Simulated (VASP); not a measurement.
The system is SiC.

```xyz
4
Lattice="3.0754 0.0000 0.0000 -1.5377 2.6633 0.0000 0.0000 0.0000 4.9976" Properties=species:S:1:pos:R:3 pbc="T T T"
Si    0.0000    1.7756   -0.0046
Si    1.5377    0.8878    2.4942
C     0.0000    1.7756    1.8787
C     1.5377    0.8878    4.3775
```

This cell differs from its parent crystal: uniaxial z strain -1.0%.

Base run:

- Program: VASP 6.6.1
- Functional: r2SCAN
- Potentials or basis: VASP PAW PBE potentials, release 64 (Si, C)
- Cutoff: 520 eV
- k mesh: 12 × 12 × 6
- Occupations: gaussian, width 0.01 eV
- Spin: no spin polarisation

Its results: band gap on the k mesh 2.72 eV, indirect (least direct gap 4.42 eV); pressure 2.1 GPa.

Problem. The run is repeated on the same cell with these changes: functional from r2SCAN to PBE; occupations from gaussian, width 0.01 eV to fermi-dirac, width 0.02 eV. What comes out?

Solution. Band gap on the k mesh 2.33 eV, indirect (least direct gap 3.91 eV); pressure 5.8 GPa.

Caveats: the PAW data sets were made with another functional, which shifts forces and pressure a little (some runs).

A k mesh can miss the band edges.
